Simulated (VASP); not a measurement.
**SnTe: electric field gradients with LDA**

SnTe:

```
CELL_PARAMETERS angstrom
0.00000 3.16699 3.16699
3.16699 0.00000 3.16699
3.16699 3.16699 0.00000
ATOMIC_POSITIONS crystal
Sn 0.00000 0.00000 0.00000
Te 0.50000 0.50000 0.50000
```

This cell differs from its parent crystal: volume scaled by 1.01.

```yaml
Program: VASP 6.6.1
Task: electric field gradients
Functional: LDA
Potentials_or_basis: VASP PAW LDA potentials, release 64 (Sn_d, Te)
Cutoff: 520 eV
k_mesh: 11 × 11 × 11
Occupations: fermi-dirac, width 0.08 eV
Spin: no spin polarisation
Dipole_correction: no
Further_INCAR_settings: ALGO = Normal; EDIFF = 1e-08; NBANDS = 17
```

```yaml
Pressure: -2.1 GPa
```

Levels at points of the mesh, in eV from the Fermi level:
```
           k point  band 8  band 9  band 10  band 11  band 12  band 13
(0.00, 0.00, 0.00)   -2.05   -2.05    -2.05     3.28     3.28     3.28
```

Run time: 49 s on 1 thread of Intel(R) Xeon(R) Platinum 8259CL CPU @ 2.50GHz (Skylake/Cascade Lake) (shared host), peak memory 0.21 GiB.

Caveat: this odd mesh misses L, where the gap lies, so gap, dielectric constants and Born charges aren't listed; without QUAD_EFG the Cq values of the log hold for a quadrupole moment of 1 mb, not for the nuclei; spin-orbit coupling is left out, which moves the levels of the heavy elements.
